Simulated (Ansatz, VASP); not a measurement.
**Ir in VASP and in Ansatz**

```
Ir
1.0
     0.00000    1.90540    1.90540
     1.90540    0.00000    1.90540
     1.90540    1.90540    0.00000
Ir
1
Direct
  0.00000 0.00000 0.00000
```

Alike in both runs: functional LDA; k mesh 18 × 18 × 18; occupations gaussian, width 0.1 eV; no spin polarisation.

Ansatz relaxed the structure, and its values are those at the end. VASP's run is a single point on that final structure, the one shown.

|  | VASP | Ansatz |
| --- | --- | --- |
| version | VASP 6.6.1 | Ansatz 0.2.0 |
| potentials or method | VASP PAW LDA potentials, release 64 (Ir), cutoff 520 eV | scalar-relativistic, plane waves, PAW |
| valence electrons in the cell | 9 | 17 |

|  | VASP | Ansatz | Ansatz less VASP |
| --- | --- | --- | --- |
| gap on the k mesh at the Fermi level (eV) | none | none | - |
| pressure (GPa) | 2.7 | 0.0 | -2.61 |

LDA's correlation is that of Perdew and Zunger in VASP and of Perdew and Wang (1992) in Ansatz. A gap of «none» marks a metal or a gap that the smearing closes. VASP's potentials hold 9 valence electrons a cell and Ansatz's 17, so a difference there can come from the potentials and not from the codes.

Spin-orbit coupling is off throughout.
